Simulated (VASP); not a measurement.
# SrCaZnWO6 (F-43m) in VASP: single point with PBE

Aim: the single point of SrCaZnWO6 with PBE.

All numbers are computed with VASP 6.6.1; they aren't measurements. Logs are shortened: lines on timing, memory, paths and dates and some standing lists are left out, and cuts for length are marked.

### 1 The cell of the first run

Symmetry: F-43m, No. 216, cubic system. The conventional cell has a = 8.018 Å, b = 8.018 Å, c = 8.018 Å, α = 90.00°, β = 90.00°, γ = 90.00°. Sr (site symmetry -43m) has 12 O at 2.84 Å and 4 Zn at 3.47 Å and 4 W at 3.47 Å within 3.7 Å. Within 3.7 Å of Ca (site symmetry -43m) lie 12 O at 2.84 Å and 4 Zn at 3.47 Å and 4 W at 3.47 Å. Within 2.7 Å of Zn (site symmetry -43m) lie 6 O at 2.07 Å. Within 2.6 Å of W (site symmetry -43m) lie 6 O at 1.94 Å. Within 2.6 Å of O (site symmetry 2mm) lie 1 W at 1.94 Å and 1 Zn at 2.07 Å.

### 2 Single point, PBE

INCAR

```
SYSTEM = SrCaZnWO6
ALGO     = Normal         ! electronic algorithm
EDIFF    = 1E-6           ! SCF threshold, eV
ENCUT    = 910            ! plane-wave cutoff, eV
GGA      = PE             ! functional
GGA_COMPAT= .False.      
ISIF     = 2              ! what is computed and relaxed
ISMEAR   = 0              ! smearing method
LASPH    = .True.         ! aspherical terms in the spheres
LCHARG   = .True.         ! write CHGCAR
LELF     = .True.         ! ELF
LREAL    = .False.        ! projectors in reciprocal space
LVHAR    = .True.       
LWAVE    = .False.        ! write WAVECAR
NBANDS   = 52             ! bands
NELM     = 120            ! most SCF steps
PREC     = Accurate       ! precision mode
SIGMA    = 0.01           ! smearing width, eV
```

KPOINTS

```
k-points
0
Gamma
  4 4 4
  0 0 0
```

POSCAR

```
SrCaZnWO6
1.0
    0.0000000000      4.0088460000      4.0088460000
    4.0088460000      0.0000000000      4.0088460000
    4.0088460000      4.0088460000      0.0000000000
Sr Ca Zn W O
1 1 1 1 6
Direct
    0.2500000000      0.2500000000      0.2500000000
    0.7500000000      0.7500000000      0.7500000000
    0.0000000000      0.0000000000      0.0000000000
    0.5000000000      0.5000000000      0.5000000000
    0.7420100000      0.2579900000      0.2579900000
    0.2579900000      0.7420100000      0.7420100000
    0.7420100000      0.7420100000      0.2579900000
    0.2579900000      0.2579900000      0.7420100000
    0.2579900000      0.7420100000      0.2579900000
    0.7420100000      0.2579900000      0.7420100000
```

Potentials or basis: VASP PAW PBE potentials, release 64 (Sr_sv, Ca_sv, Zn, W_sv, O_h).

On the command line:

```
> cat potpaw_PBE.64/Sr_sv/POTCAR potpaw_PBE.64/Ca_sv/POTCAR potpaw_PBE.64/Zn/POTCAR potpaw_PBE.64/W_sv/POTCAR potpaw_PBE.64/O_h/POTCAR > POTCAR
> mpirun -np 1 vasp_std > vasp.out
```

OUTCAR:

```text
SYSTEM = SrCaZnWO6
   EDIFF = 1E-6
   ENCUT = 910
   GGA = PE
   ISIF = 2
   ISMEAR = 0
   LASPH = .True.
   LREAL = .False.
   NELM = 120
   PREC = Accurate

 ion  position               nearest neighbor table
   1  0.250  0.250  0.250-   5 2.84   8 2.84   9 2.84   6 2.84   8 2.84  10 2.84   6 2.84   7 2.84
                             9 2.84   5 2.84   7 2.84  10 2.84   4 3.47   3 3.47   3 3.47   4 3.47
   2  0.750  0.750  0.750-   1 4.01   1 4.01   1 4.01   1 4.01   1 4.01   1 4.01
   3  0.000  0.000  0.000-   5 2.07   6 2.07   7 2.07   8 2.07   9 2.07  10 2.07   1 3.47   1 3.47
                             1 3.47   1 3.47
   4  0.500  0.500  0.500-   5 1.94   6 1.94   7 1.94   8 1.94   9 1.94  10 1.94   1 3.47   1 3.47
                             1 3.47   1 3.47
   5  0.742  0.258  0.258-   4 1.94   3 2.07   1 2.84   1 2.84
   6  0.258  0.742  0.742-   4 1.94   3 2.07   1 2.84   1 2.84
   7  0.742  0.742  0.258-   4 1.94   3 2.07   1 2.84   1 2.84
   8  0.258  0.258  0.742-   4 1.94   3 2.07   1 2.84   1 2.84
   9  0.258  0.742  0.258-   4 1.94   3 2.07   1 2.84   1 2.84
  10  0.742  0.258  0.742-   4 1.94   3 2.07   1 2.84   1 2.84

  LATTYP: Found a face centered cubic cell.
 ALAT       =     8.0176920000

  Lattice vectors:

 A1 = (   0.0000000000,   4.0088460000,   4.0088460000)
 A2 = (   4.0088460000,   0.0000000000,   4.0088460000)
 A3 = (   4.0088460000,   4.0088460000,   0.0000000000)

Analysis of symmetry for initial positions (statically):
=====================================================================
 Subroutine PRICEL returns:
 Original cell was already a primitive cell.

 Routine SETGRP: Setting up the symmetry group for a
 face centered cubic supercell.

 Subroutine GETGRP returns: Found 24 space group operations
 (whereof 24 operations were pure point group operations)
 out of a pool of 48 trial point group operations.

The static configuration has the point symmetry T_d .

Analysis of symmetry for dynamics (positions and initial velocities):
=====================================================================
 Subroutine PRICEL returns:
 Original cell was already a primitive cell.

 Routine SETGRP: Setting up the symmetry group for a
 face centered cubic supercell.

 Subroutine GETGRP returns: Found 24 space group operations
 (whereof 24 operations were pure point group operations)
 out of a pool of 48 trial point group operations.

The dynamic configuration has the point symmetry T_d .

 Subroutine INISYM returns: Found 24 space group operations
 (whereof 24 operations are pure point group operations),
 and found     1 'primitive' translations

----------------------------------------------------------------------------------------

                                     Primitive cell

  volume of cell :     128.8511

  direct lattice vectors                    reciprocal lattice vectors
     0.000000000  4.008846000  4.008846000    -0.124724172  0.124724172  0.124724172
     4.008846000  0.000000000  4.008846000     0.124724172 -0.124724172  0.124724172
     4.008846000  4.008846000  0.000000000     0.124724172  0.124724172 -0.124724172

  length of vectors
     5.669364383  5.669364383  5.669364383     0.216028604  0.216028604  0.216028604

  position of ions in fractional coordinates (direct lattice)
     0.250000000  0.250000000  0.250000000
     0.750000000  0.750000000  0.750000000
     0.000000000  0.000000000  0.000000000
     0.500000000  0.500000000  0.500000000
     0.742010000  0.257990000  0.257990000
     0.257990000  0.742010000  0.742010000
     0.742010000  0.742010000  0.257990000
     0.257990000  0.257990000  0.742010000
     0.257990000  0.742010000  0.257990000
     0.742010000  0.257990000  0.742010000

  ion indices of the primitive-cell ions
   primitive index   ion index
                 1           1
                 2           2
                 3           3
                 4           4
                 5           5
                 6           6
                 7           7
                 8           8
                 9           9
                10          10

----------------------------------------------------------------------------------------

 KPOINTS: k-points

Automatic generation of k-mesh.
 Grid dimensions read from file:
 generate k-points for:    4    4    4

 Generating k-lattice:

  Cartesian coordinates                     Fractional coordinates (reciprocal lattice)
    -0.031181043  0.031181043  0.031181043     0.250000000  0.000000000  0.000000000
     0.031181043 -0.031181043  0.031181043     0.000000000  0.250000000  0.000000000
     0.031181043  0.031181043 -0.031181043     0.000000000  0.000000000  0.250000000

  Length of vectors
     0.054007151  0.054007151  0.054007151

  Shift w.r.t. Gamma in fractional coordinates (k-lattice)
     0.000000000  0.000000000  0.000000000

 Subroutine IBZKPT returns following result:
 ===========================================

 Found      8 irreducible k-points:

 Following reciprocal coordinates:
            Coordinates               Weight
  0.000000  0.000000  0.000000      1.000000
  0.250000  0.000000  0.000000      8.000000
  0.500000  0.000000  0.000000      4.000000
  0.250000  0.250000  0.000000      6.000000
  0.500000  0.250000  0.000000     24.000000
 -0.250000  0.250000  0.000000     12.000000
  0.500000  0.500000  0.000000      3.000000
 -0.250000  0.500000  0.250000      6.000000
   k-points           NKPTS =      8   k-points in BZ     NKDIM =      8   number of bands    NBANDS=     52
   number of dos      NEDOS =    301   number of ions     NIONS =     10
   total plane-waves  NPLWV = 175616
   dimension x,y,z NGX =    56 NGY =   56 NGZ =   56
   dimension x,y,z NGXF=   112 NGYF=  112 NGZF=  112
   ions per type =               1   1   1   1   6
   NGX,Y,Z   is equivalent  to a cutoff of  16.42, 16.42, 16.42 a.u.
   NGXF,Y,Z  is equivalent  to a cutoff of  32.84, 32.84, 32.84 a.u.
 SYSTEM =  SrCaZnWO6
   PREC   = accura    normal or accurate (medium, high low for compatibility)
   ISTART =      0    job   : 0-new  1-cont  2-samecut
   ICHARG =      2    charge: 1-file 2-atom 10-const
   ISPIN  =      1    spin polarized calculation?
   LNONCOLLINEAR =      F non collinear calculations
   LSORBIT =      F    spin-orbit coupling
   LASPH  =      T    aspherical Exc in radial PAW
   ENCUT  =  910.0 eV  66.88 Ry    8.18 a.u.  13.94 13.94 13.94*2*pi/ulx,y,z
   NELM   =    120;   NELMIN=  2; NELMDL= -5     # of ELM steps
   EDIFF  = 0.1E-05   stopping-criterion for ELM
   LREAL  =      F    real-space projection
   EDIFFG = 0.1E-04   stopping-criterion for IOM
   NSW    =      0    number of steps for IOM
   IBRION =     -1    ionic relax: 0-MD 1-quasi-New 2-CG
   NFREE  =      0    steps in history (QN), initial steepest desc. (CG)
   ISIF   =      2    stress and relaxation
   ISYM   =      2    0-nonsym 1-usesym 2-fastsym
   POTIM  = 0.5000    time-step for ionic-motion
   TEBEG  =    0.0;   TEEND  =   0.0 temperature during run
   PSTRESS=    0.0 pullay stress
   NELECT =      82.0000    total number of electrons
   NUPDOWN=      -1.0000    fix difference up-down
   EMIN   =  10.00;   EMAX   =-10.00  energy-range for DOS
   EFERMI =   0.00;   METHOD = LEGACY
   ISMEAR =     0;   SIGMA  =   0.01  broadening in eV -4-tet -1-fermi 0-gaus
   EFERMI_NEDOS =   21; number of points for ismear=-14 and -15
   IALGO  =     38    algorithm
   IMIX   =      4    mixing-type and parameters
     AMIX     =   0.40;   BMIX     =  1.00
     AMIX_MAG =   1.60;   BMIX_MAG =  1.00
  volume/ion in A,a.u.               =      12.89        86.95
  Fermi-wavevector in a.u.,A,eV,Ry     =   1.408154  2.661025 26.978951  1.982897
  Thomas-Fermi vector in A             =   2.530340
   LORBIT       =      0    0 simple, 1 ext, 2 COOP (PROOUT), +10 PAW based schemes
   GGA     = PE    functional components
   LHFCALC =     F    Hartree Fock is set to
   AEXX    =    0.0000 exact exchange contribution
   IVDW    =     0    specifies the selected vdW correction
   LEPSILON=     F    determine dielectric tensor
   LRPA    =     F    only Hartree local field effects (RPA)
 non-spin polarized calculation
 Gauss-broadening in eV      SIGMA  =   0.01
  energy-cutoff  :      910.00
  volume of cell :      128.85
 maximum number of plane-waves:      8050
   NGX = 27   NGY = 27   NGZ = 27

 number of electron      82.0000006 magnetization

 Free energy of the ion-electron system (eV)
  ---------------------------------------------------
  ext. energy  EPLUGINS =         0.00000000
  ---------------------------------------------------
  free energy    TOTEN  =       -71.26353968 eV

  energy without entropy =      -71.26353968  energy(sigma->0) =      -71.26353968

 E-fermi :   3.4977     XC(G=0): -10.8383

 val. band max:        3.3966593228   @ k =   0.5000   0.0000   0.0000
 cond. band min:       6.1870803288   @ k =   0.5000   0.5000   0.0000
 fundamental gap:      2.7904210061
 Fermi energy:         3.4977230989

 k-point     1 :       0.0000    0.0000    0.0000
  band No.  band energies     occupation
      1     -71.3378      2.00000
      2     -36.5227      2.00000
      3     -35.5225      2.00000
      4     -35.5225      2.00000
      5     -35.5225      2.00000
      6     -29.7852      2.00000
[... 44 lines left out ...]
     51      10.6914      0.00000
     52      10.6915      0.00000

 k-point     2 :       0.2500    0.0000    0.0000
  band No.  band energies     occupation
      1     -71.3378      2.00000
      2     -36.5229      2.00000
      3     -35.5225      2.00000
      4     -35.5225      2.00000
      5     -35.5224      2.00000
      6     -29.7845      2.00000
[... 44 lines left out ...]
     51      10.7628      0.00000
     52      10.7816      0.00000
[... 273 lines left out ...]
     51      10.6064      0.00000
     52      10.8737      0.00000

 k-point     8 :      -0.2500    0.5000    0.2500
  band No.  band energies     occupation
      1     -71.3378      2.00000
      2     -36.5231      2.00000
      3     -35.5228      2.00000
      4     -35.5226      2.00000
      5     -35.5219      2.00000
      6     -29.7832      2.00000
[... 44 lines left out ...]
     51      10.7328      0.00000
     52      11.0046      0.00000

------------------------ aborting loop because EDIFF is reached ----------------------------------------

  FORCE on cell =-STRESS in cart. coord.  units (eV):
  Direction    XX          YY          ZZ          XY          YZ          ZX
  --------------------------------------------------------------------------------------
  -------------------------------------------------------------------------------------
  Total       -2.3937045     -2.3937045     -2.3937045      0.0000000      0.0000000      0.0000000
  in kB      -29.7641170    -29.7641170    -29.7641170      0.0000000      0.0000000      0.0000000
  external PRESSURE =     -29.7641170 kB  Pullay stress =       0.0000000 kB

 VOLUME and BASIS-vectors are now :
 -----------------------------------------------------------------------------
  energy-cutoff  :      910.00
  volume of cell :      128.85
      direct lattice vectors                 reciprocal lattice vectors
     0.000000000  4.008846000  4.008846000    -0.124724172  0.124724172  0.124724172
     4.008846000  0.000000000  4.008846000     0.124724172 -0.124724172  0.124724172
     4.008846000  4.008846000  0.000000000     0.124724172  0.124724172 -0.124724172

 POSITION                                       TOTAL-FORCE (eV/Angst)
 -----------------------------------------------------------------------------------
      2.00442      2.00442      2.00442        -0.000000     -0.000000     -0.000000
      6.01327      6.01327      6.01327        -0.000000     -0.000000     -0.000000
      0.00000      0.00000      0.00000        -0.000000     -0.000000     -0.000000
      4.00885      4.00885      4.00885        -0.000000     -0.000000     -0.000000
      2.06848      4.00885      4.00885         0.471421     -0.000000     -0.000000
      5.94921      4.00885      4.00885        -0.471421     -0.000000     -0.000000
      4.00885      4.00885      5.94921        -0.000000     -0.000000     -0.471421
      4.00885      4.00885      2.06848        -0.000000     -0.000000      0.471421
      4.00885      2.06848      4.00885        -0.000000      0.471421     -0.000000
      4.00885      5.94921      4.00885        -0.000000     -0.471421     -0.000000
 -----------------------------------------------------------------------------------
    total drift:                                0.000000      0.000000      0.000000

  FREE ENERGIE OF THE ION-ELECTRON SYSTEM (eV)
  ---------------------------------------------------
  free  energy   TOTEN  =       -71.2635396780 eV

  energy  without entropy=      -71.2635396780  energy(sigma->0) =      -71.26353968
```

It took 1.9 min on 1 thread of AMD EPYC 9R45 (Zen 5), shared host; peak memory 0.48 GiB.

What came out:

```yaml
Free_energy: -71.2635 eV
Pressure: -3.0 GPa
Largest_force: 0.471 eV/Å
Band_gap_on_the_k_mesh: 2.79 eV (least direct gap 3.00 eV)
```

Forces on the atoms (eV/Å):
```
Sr   0.000  0.000  0.000
Ca   0.000  0.000  0.000
Zn   0.000  0.000  0.000
W    0.000  0.000  0.000
O    0.471  0.000  0.000
O   -0.471  0.000  0.000
O    0.000  0.000 -0.471
O    0.000  0.000  0.471
O    0.000  0.471  0.000
O    0.000 -0.471  0.000
```

Levels at points of the mesh, in eV from the valence-band top:
| k point | band 39 | band 40 | band 41 | band 42 | band 43 | band 44 |
| --- | --- | --- | --- | --- | --- | --- |
| (0.00, 0.00, 0.00) | -0.15 | -0.15 | -0.15 | 2.90 | 2.90 | 2.90 |
| (0.50, 0.00, 0.00) | -0.56 | 0.00 | 0.00 | 3.00 | 3.20 | 3.20 |
| (0.50, 0.50, 0.00) | -1.02 | -1.02 | -0.23 | 2.79 | 3.79 | 3.79 |

Caveat: the cutoff is under 1.25 times the usual one of these potentials, so pressure, stress and relaxed cells hold a basis-set (Pulay) error; spin-orbit coupling is left out, which moves the levels of the heavy elements.
